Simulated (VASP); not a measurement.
LiC6, 7 atoms in the cell. It takes space group P6/mmm (No. 191, hexagonal). Conventional cell: a = 4.313 Å, b = 4.313 Å, c = 3.779 Å, α = 90.00°, β = 90.00°, γ = 120.00°. Li (site symmetry 6/mmm) has 12 C at 2.37 Å within 3.1 Å. C (site symmetry m2m) has 3 C at 1.44 Å within 1.9 Å. 

* Program: VASP 6.6.1
* Task: single point
* Functional: r2SCAN
* Potentials or basis: VASP PAW PBE potentials, release 64 (Li_sv, C)
* Cutoff: 520 eV
* k mesh: 12 × 12 × 10
* Occupations: gaussian, width 0.1 eV
* Spin: no spin polarisation
* Dipole correction: no
* Further INCAR settings: ALGO = Normal; EDIFF = 1e-07; NBANDS = 22

Potentials or basis: VASP PAW PBE potentials, release 64 (Li_sv, C).

Run with:

```bash
$ cat potpaw_PBE.64/Li_sv/POTCAR potpaw_PBE.64/C/POTCAR > POTCAR
$ cp INCAR.step1 INCAR
$ mpirun -np 1 vasp_std > vasp.out
$ cp INCAR.step2 INCAR
$ mpirun -np 1 vasp_std > vasp.out
```

Hardware: 1 thread of AMD EPYC 9R45 96-Core Processor (Zen 5) (shared host).

Question: How long does it take, and how much memory?

Answer: Wall time 6.4 min on 1 thread of AMD EPYC 9R45 96-Core Processor (Zen 5), on a shared host, peak memory 0.21 GiB. Counts: k points 114.
